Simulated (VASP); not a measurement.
# Al3Cu2 (P-1) in VASP: single point with LDA

Aim: the single point of Al3Cu2 with LDA.

Everything below comes from runs of VASP 6.6.1. Logs are shortened: lines on timing, memory, paths and dates and some standing lists are left out, and cuts for length are marked.

## 1. The cell of the first run

The typed cell holds 5 atoms: a = 4.056 Å, b = 4.055 Å, c = 4.932 Å, α = 89.97°, β = 90.05°, γ = 119.98°.

## 2. Single point, LDA

INCAR

```
  ALGO = Fast
  EDIFF = 1E-6
  ENCUT = 520
  ISIF = 2
  ISMEAR = 0
  LASPH = T
  LCHARG = F
  LREAL = F
  LWAVE = F
  NBANDS = 24
  NELM = 60
  PREC = Accurate
  SIGMA = 0.15
```

KPOINTS

```
k-points
0
Gamma
  12 12 8
```

POSCAR

```
Al3Cu2
1.0
    4.0560808943      0.0011743585     -0.0016641192
   -2.0270364480      3.5117133174      0.0010359879
   -0.0020041672      0.0002843519      4.9318375205
Al Cu
3 2
Direct
    0.0000003340     -0.0000002492      0.0000043158
    0.3331327636      0.6666177243      0.3508478638
    0.6668626898      0.3333794375      0.6491468787
    0.3335585600      0.6666932951      0.8415627540
    0.6664456525      0.3333097922      0.1584381876
```

Potentials or basis: VASP PAW LDA potentials, release 64 (Al, Cu).

Launch:

```
> cat potpaw_LDA.64/Al/POTCAR potpaw_LDA.64/Cu/POTCAR > POTCAR
> mpirun -np 1 vasp_std > vasp.out
```

OUTCAR:

```text
EDIFF = 1E-6
   ENCUT = 520
   ISIF = 2
   ISMEAR = 0
   LASPH = T
   LREAL = F
   NELM = 60
   PREC = Accurate

 ion  position               nearest neighbor table
   1  0.000  1.000  0.000-   5 2.47   4 2.47   5 2.47   4 2.47   5 2.47   4 2.47   2 2.91   3 2.91
                             2 2.91   3 2.91   2 2.91   3 2.91
   2  0.333  0.667  0.351-   4 2.42   4 2.51   5 2.53   5 2.53   5 2.53   3 2.76   3 2.77   3 2.77
                             1 2.91   1 2.91   1 2.91
   3  0.667  0.333  0.649-   5 2.42   5 2.51   4 2.53   4 2.53   4 2.53   2 2.76   2 2.77   2 2.77
                             1 2.91   1 2.91   1 2.91
   4  0.334  0.667  0.842-   2 2.42   1 2.47   1 2.47   1 2.47   2 2.51   3 2.53   3 2.53   3 2.53

   5  0.666  0.333  0.158-   3 2.42   1 2.47   1 2.47   1 2.47   3 2.51   2 2.53   2 2.53   2 2.53

  LATTYP: Found a triclinic cell.
 ALAT       =     4.0560814057
 B/A-ratio  =     0.9996720759
 C/A-ratio  =     1.2159119709
 COS(alpha) =     0.0005085870
 COS(beta)  =     0.0008166341
 COS(gamma) =     0.4996656295

  Lattice vectors:

 A1 = (   4.0560808943,   0.0011743585,  -0.0016641192)
 A2 = (   2.0270364480,  -3.5117133174,  -0.0010359879)
 A3 = (   0.0020041672,  -0.0002843519,  -4.9318375205)

Analysis of symmetry for initial positions (statically):
=====================================================================
 Subroutine PRICEL returns:
 Original cell was already a primitive cell.

 Routine SETGRP: Setting up the symmetry group for a
 triclinic supercell.

 Subroutine GETGRP returns: Found  2 space group operations
 (whereof  2 operations were pure point group operations)
 out of a pool of  2 trial point group operations.

The static configuration has the point symmetry S_2 .

Analysis of symmetry for dynamics (positions and initial velocities):
=====================================================================
 Subroutine PRICEL returns:
 Original cell was already a primitive cell.

 Routine SETGRP: Setting up the symmetry group for a
 triclinic supercell.

 Subroutine GETGRP returns: Found  2 space group operations
 (whereof  2 operations were pure point group operations)
 out of a pool of  2 trial point group operations.

The dynamic configuration has the point symmetry S_2 .

 Subroutine INISYM returns: Found  2 space group operations
 (whereof  2 operations are pure point group operations),
 and found     1 'primitive' translations

----------------------------------------------------------------------------------------

                                     Primitive cell

  volume of cell :      70.2598

  direct lattice vectors                    reciprocal lattice vectors
     4.056080894  0.001174359 -0.001664119     0.246502248  0.142286371  0.000091968
    -2.027036448  3.511713317  0.001035988    -0.000082440  0.284713705 -0.000016449
    -0.002004167  0.000284352  4.931837521     0.000083193 -0.000011797  0.202764216

  length of vectors
     4.056081406  4.054751319  4.931837936     0.284620411  0.284713717  0.202764234

  position of ions in fractional coordinates (direct lattice)
     0.000000334  0.999999751  0.000004316
     0.333132764  0.666617724  0.350847864
     0.666862690  0.333379437  0.649146879
     0.333558560  0.666693295  0.841562754
     0.666445653  0.333309792  0.158438188

  ion indices of the primitive-cell ions
   primitive index   ion index
                 1           1
                 2           2
                 3           3
                 4           4
                 5           5

----------------------------------------------------------------------------------------

 KPOINTS: k-points

Automatic generation of k-mesh.
 Grid dimensions read from file:
 generate k-points for:   12   12    8

 Generating k-lattice:

  Cartesian coordinates                     Fractional coordinates (reciprocal lattice)
     0.020541854  0.011857198  0.000007664     0.083333333  0.000000000 -0.000000000
    -0.000006870  0.023726142 -0.000001371    -0.000000000  0.083333333 -0.000000000
     0.000010399 -0.000001475  0.025345527     0.000000000  0.000000000  0.125000000

  Length of vectors
     0.023718368  0.023726143  0.025345529

  Shift w.r.t. Gamma in fractional coordinates (k-lattice)
     0.000000000  0.000000000  0.000000000

 Subroutine IBZKPT returns following result:
 ===========================================

 Found    580 irreducible k-points:

 Following reciprocal coordinates:
            Coordinates               Weight
  0.000000  0.000000  0.000000      1.000000
  0.083333  0.000000  0.000000      2.000000
  0.166667  0.000000 -0.000000      2.000000
  0.250000  0.000000 -0.000000      2.000000
  0.333333  0.000000  0.000000      2.000000
  0.416667  0.000000  0.000000      2.000000
[... 16 lines left out ...]
  0.250000  0.166667  0.000000      2.000000
  0.333333  0.166667 -0.000000      2.000000
 [... further k-points ...]
   k-points           NKPTS =    580   k-points in BZ     NKDIM =    580   number of bands    NBANDS=     24
   number of dos      NEDOS =    301   number of ions     NIONS =      5
   total plane-waves  NPLWV =  36000
   dimension x,y,z NGX =    30 NGY =   30 NGZ =   40
   dimension x,y,z NGXF=    60 NGYF=   60 NGZF=   80
   ions per type =               3   2
   NGX,Y,Z   is equivalent  to a cutoff of  12.30, 12.30, 13.48 a.u.
   NGXF,Y,Z  is equivalent  to a cutoff of  24.59, 24.60, 26.97 a.u.
 SYSTEM =  unknown system
   PREC   = accura    normal or accurate (medium, high low for compatibility)
   ISTART =      0    job   : 0-new  1-cont  2-samecut
   ICHARG =      2    charge: 1-file 2-atom 10-const
   ISPIN  =      1    spin polarized calculation?
   LNONCOLLINEAR =      F non collinear calculations
   LSORBIT =      F    spin-orbit coupling
   LASPH  =      T    aspherical Exc in radial PAW
   ENCUT  =  520.0 eV  38.22 Ry    6.18 a.u.   7.54  7.54  9.17*2*pi/ulx,y,z
   NELM   =     60;   NELMIN=  2; NELMDL= -5     # of ELM steps
   EDIFF  = 0.1E-05   stopping-criterion for ELM
   LREAL  =      F    real-space projection
   EDIFFG = 0.1E-04   stopping-criterion for IOM
   NSW    =      0    number of steps for IOM
   IBRION =     -1    ionic relax: 0-MD 1-quasi-New 2-CG
   NFREE  =      0    steps in history (QN), initial steepest desc. (CG)
   ISIF   =      2    stress and relaxation
   ISYM   =      2    0-nonsym 1-usesym 2-fastsym
   POTIM  = 0.5000    time-step for ionic-motion
   TEBEG  =    0.0;   TEEND  =   0.0 temperature during run
   PSTRESS=    0.0 pullay stress
   NELECT =      31.0000    total number of electrons
   NUPDOWN=      -1.0000    fix difference up-down
   EMIN   =  10.00;   EMAX   =-10.00  energy-range for DOS
   EFERMI =   0.00;   METHOD = LEGACY
   ISMEAR =     0;   SIGMA  =   0.15  broadening in eV -4-tet -1-fermi 0-gaus
   EFERMI_NEDOS =   21; number of points for ismear=-14 and -15
   IALGO  =     68    algorithm
   IMIX   =      4    mixing-type and parameters
     AMIX     =   0.40;   BMIX     =  1.00
     AMIX_MAG =   1.60;   BMIX_MAG =  1.00
  volume/ion in A,a.u.               =      14.05        94.83
  Fermi-wavevector in a.u.,A,eV,Ry     =   1.246311  2.355186 21.133808  1.553291
  Thomas-Fermi vector in A             =   2.380494
   LORBIT       =      0    0 simple, 1 ext, 2 COOP (PROOUT), +10 PAW based schemes
   GGA     = CA    functional components
   LHFCALC =     F    Hartree Fock is set to
   AEXX    =    0.0000 exact exchange contribution
   IVDW    =     0    specifies the selected vdW correction
   LEPSILON=     F    determine dielectric tensor
   LRPA    =     F    only Hartree local field effects (RPA)
 non-spin polarized calculation
 RMM-DIIS sequential band-by-band and
 Gauss-broadening in eV      SIGMA  =   0.15
  energy-cutoff  :      520.00
  volume of cell :       70.26
 maximum number of plane-waves:      1915
   NGX = 15   NGY = 15   NGZ = 19

 number of electron      31.0000009 magnetization

 Free energy of the ion-electron system (eV)
  ---------------------------------------------------
  ext. energy  EPLUGINS =         0.00000000
  ---------------------------------------------------
  free energy    TOTEN  =       -22.92081267 eV

  energy without entropy =      -22.90661974  energy(sigma->0) =      -22.91371620

 E-fermi :   8.5562     XC(G=0): -11.3172

 val. band max:        8.5521766731   @ k =   0.3333   0.0833   0.0000
 cond. band min:       8.5577582638   @ k =  -0.0833   0.4167   0.0000
 fundamental gap:      0.0055815907
 Fermi energy:         8.5562020026

 k-point     1 :       0.0000    0.0000    0.0000
  band No.  band energies     occupation
      1      -2.9221      2.00000
      2       1.9324      2.00000
      3       2.5049      2.00000
      4       2.9733      2.00000
      5       2.9742      2.00000
      6       3.3363      2.00000
[... 16 lines left out ...]
     23      14.4515      0.00000
     24      14.4575      0.00000

 k-point     2 :       0.0833    0.0000    0.0000
  band No.  band energies     occupation
      1      -2.8380      2.00000
      2       1.9733      2.00000
      3       2.4877      2.00000
      4       3.0005      2.00000
      5       3.0028      2.00000
      6       3.3200      2.00000
[... 16 lines left out ...]
     23      14.2031      0.00000
     24      14.2163      0.00000

 k-point     3 :       0.1667    0.0000   -0.0000
  band No.  band energies     occupation
      1      -2.5871      2.00000
      2       2.0796      2.00000
      3       2.4270      2.00000
      4       3.0688      2.00000
      5       3.0766      2.00000
      6       3.2769      2.00000
[... 16 lines left out ...]
     23      13.8289      0.00000
     24      14.1874      0.00000

 k-point     4 :       0.2500    0.0000   -0.0000
  band No.  band energies     occupation
      1      -2.1734      2.00000
      2       2.1795      2.00000
      3       2.2758      2.00000
      4       3.0438      2.00000
      5       3.1904      2.00000
      6       3.2909      2.00000
[... 16 lines left out ...]
     23      13.9061      0.00000
     24      14.3195      0.00000

 k-point     5 :       0.3333    0.0000    0.0000
  band No.  band energies     occupation
      1      -1.6058      2.00000
      2       1.7567      2.00000
      3       2.2529      2.00000
      4       2.9924      2.00000
      5       3.3058      2.00000
      6       3.3536      2.00000
[... 16 lines left out ...]
     23      14.6278      0.00000
     24      15.4311      0.00000

 k-point     6 :       0.4167    0.0000    0.0000
  band No.  band energies     occupation
      1      -0.9074      2.00000
      2       0.9419      2.00000
      3       2.2399      2.00000
      4       3.0491      2.00000
      5       3.3644      2.00000
      6       3.3743      2.00000
[... 16 lines left out ...]
     23      15.9769      0.00000
     24      16.9419      0.00000
[... 379 lines left out ...]
 k-point    21 :       0.0833    0.1667    0.0000
  band No.  band energies     occupation
      1      -2.3379      2.00000
      2       2.1566      2.00000
      3       2.3577      2.00000
      4       3.0861      2.00000
      5       3.1434      2.00000
      6       3.2643      2.00000
[... 16 lines left out ...]
     23      14.4945      0.00000
     24      14.9838      0.00000

 k-point    22 :       0.1667    0.1667    0.0000
  band No.  band energies     occupation
      1      -1.9277      2.00000
      2       2.1953      2.00000
      3       2.2336      2.00000
      4       3.0236      2.00000
      5       3.1988      2.00000
      6       3.3463      2.00000
[... 16 lines left out ...]
     23      15.6433      0.00000
     24      16.0735      0.00000

 k-point    23 :       0.2500    0.1667    0.0000
  band No.  band energies     occupation
      1      -1.3652      2.00000
      2       1.8564      2.00000
      3       2.1340      2.00000
      4       2.9722      2.00000
      5       3.2340      2.00000
      6       3.3799      2.00000
[... 16 lines left out ...]
     23      15.8922      0.00000
     24      17.6494      0.00000

 k-point    24 :       0.3333    0.1667   -0.0000
  band No.  band energies     occupation
      1      -0.6732      2.00000
      2       1.1116      2.00000
      3       2.0562      2.00000
      4       3.0478      2.00000
      5       3.2450      2.00000
      6       3.3399      2.00000
[... 16 lines left out ...]
     23      15.8088      0.00000
     24      17.2888      0.00000

 [... further k-points ...]

------------------------ aborting loop because EDIFF is reached ----------------------------------------

  FORCE on cell =-STRESS in cart. coord.  units (eV):
  Direction    XX          YY          ZZ          XY          YZ          ZX
  --------------------------------------------------------------------------------------
  -------------------------------------------------------------------------------------
  Total        0.2592472      0.2658162      0.2888468     -0.0039313     -0.0038592      0.0120763
  in kB        5.9117718      6.0615704      6.5867500     -0.0896473     -0.0880044      0.2753834
  external PRESSURE =       6.1866974 kB  Pullay stress =       0.0000000 kB

 VOLUME and BASIS-vectors are now :
 -----------------------------------------------------------------------------
  energy-cutoff  :      520.00
  volume of cell :       70.26
      direct lattice vectors                 reciprocal lattice vectors
     4.056080894  0.001174359 -0.001664119     0.246502248  0.142286371  0.000091968
    -2.027036448  3.511713317  0.001035988    -0.000082440  0.284713705 -0.000016449
    -0.002004167  0.000284352  4.931837521     0.000083193 -0.000011797  0.202764216

 POSITION                                       TOTAL-FORCE (eV/Angst)
 -----------------------------------------------------------------------------------
     -2.02703      3.51171      0.00106         0.000000     -0.000000      0.000000
     -0.00075      2.34146      1.73046         0.000518      0.000369      0.005535
      2.02778      1.17170      3.20072        -0.000518     -0.000369     -0.005535
     -0.00016      2.34187      4.15059        -0.000824      0.000011      0.002838
      2.02721      1.17132      0.78063         0.000824     -0.000011     -0.002838
 -----------------------------------------------------------------------------------
    total drift:                               -0.002784     -0.003072     -0.006286

  FREE ENERGIE OF THE ION-ELECTRON SYSTEM (eV)
  ---------------------------------------------------
  free  energy   TOTEN  =       -22.9208126659 eV

  energy  without entropy=      -22.9066197378  energy(sigma->0) =      -22.91371620
```

Wall time 8.9 min (1 thread of Intel Xeon 6975P-C (Granite Rapids), shared host); peak memory 0.81 GiB.

What came out:

```yaml
Free_energy: -22.9208 eV
Pressure: 0.6 GPa
Largest_force: 0.006 eV/Å
Band_gap_on_the_k_mesh: zero (an odd number of electrons rules out a gap without spin polarisation)
```

Forces in eV/Å, atoms in the order of the input:
```
Al   0.000  0.000  0.000
Al   0.001  0.000  0.006
Al  -0.001  0.000 -0.006
Cu  -0.001  0.000  0.003
Cu   0.001  0.000 -0.003
```

Levels at points of the mesh, in eV from the Fermi level:
| k point | band 12 | band 13 | band 14 | band 15 | band 16 | band 17 | band 18 | band 19 | band 20 | band 21 |
| --- | --- | --- | --- | --- | --- | --- | --- | --- | --- | --- |
| (0.00, 0.00, 0.00) | -3.80 | -3.74 | -0.22 | -0.21 | 1.36 | 1.37 | 2.60 | 2.95 | 5.41 | 5.42 |
| (0.50, 0.00, 0.00) | -4.26 | -3.12 | -3.04 | -2.63 | -0.77 | -0.03 | 0.38 | 3.08 | 3.87 | 4.86 |
| (0.00, 0.50, 0.00) | -4.26 | -3.12 | -3.04 | -2.63 | -0.76 | -0.04 | 0.38 | 3.07 | 3.87 | 4.85 |
| (0.50, 0.50, 0.00) | -4.26 | -3.12 | -3.05 | -2.62 | -0.75 | -0.04 | 0.38 | 3.07 | 3.87 | 4.85 |
| (0.00, 0.00, 0.50) | -4.34 | 1.20 | 1.21 | 1.32 | 1.32 | 1.81 | 2.48 | 2.49 | 2.55 | 3.33 |
| (0.50, 0.00, 0.50) | -4.37 | -4.28 | -3.64 | -1.81 | -0.17 | 0.77 | 0.99 | 5.22 | 5.43 | 5.62 |
| (0.00, 0.50, 0.50) | -4.37 | -4.28 | -3.64 | -1.81 | -0.17 | 0.76 | 0.98 | 5.21 | 5.44 | 5.62 |
| (0.50, 0.50, 0.50) | -4.37 | -4.28 | -3.64 | -1.81 | -0.18 | 0.76 | 0.98 | 5.21 | 5.45 | 5.62 |
